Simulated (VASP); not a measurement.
Set up this calculation in VASP 6.6.1, as the native input.

```yaml
Task: single point
Functional: PBEsol
Potentials_or_basis: VASP PAW PBE potentials, release 64 (Ti_sv, B)
Cutoff: 520 eV
k_mesh: 14 × 14 × 11
Occupations: fermi-dirac, width 0.03 eV
Spin: no spin polarisation
Dipole_correction: no
Further_INCAR_settings: ALGO = Normal; EDIFF = 1e-06; NBANDS = 16
```

The structure of TiB2 lies in POSCAR:

```
TiB2
1.0
    3.0897821656      0.0000000000      0.0000000000
   -1.5448910828      2.6758298476      0.0000000000
    0.0000000000      0.0000000000      3.2284000000
Ti B
1 2
Direct
    0.0000000000      0.0000000000      0.0000000000
    0.3333333333      0.6666666667      0.5000000000
    0.6666666667      0.3333333333      0.5000000000
```

This cell differs from its parent crystal: equal xx and yy strain of +2 %.

These files were run (other wordings do the same):

INCAR

```
  PREC = Accurate
  ENCUT = 520
  EDIFF = 1E-6
  ISMEAR = -1
  SIGMA = 0.03
  LREAL = False
  LASPH = True
  NELM = 100
  ALGO = Normal
  ISIF = 2
  LWAVE = False
  LCHARG = False
  GGA = PS
  NBANDS = 16
```

KPOINTS

```
regular mesh
0
Gamma
  14 14 11
```

Potentials or basis: VASP PAW PBE potentials, release 64 (Ti_sv, B).

The run is started by

```bash
$ cat potpaw_PBE.64/Ti_sv/POTCAR potpaw_PBE.64/B/POTCAR > POTCAR
$ mpirun -np 1 vasp_std > vasp.out
```

Results of the run:

```yaml
Pressure: -14.5 GPa
Band_gap_on_the_k_mesh: zero (bands 9 and 10 overlap by 0.64 eV)
```

Caveat: the cell differs from its parent crystal (equal xx and yy strain of +2 %); the cell stands under tension; the PAW data sets were made with another functional, which shifts forces and pressure a little.

It took 86 s on 1 thread of Intel Xeon 8259CL, with other jobs on the host, peak memory 0.18 GiB.
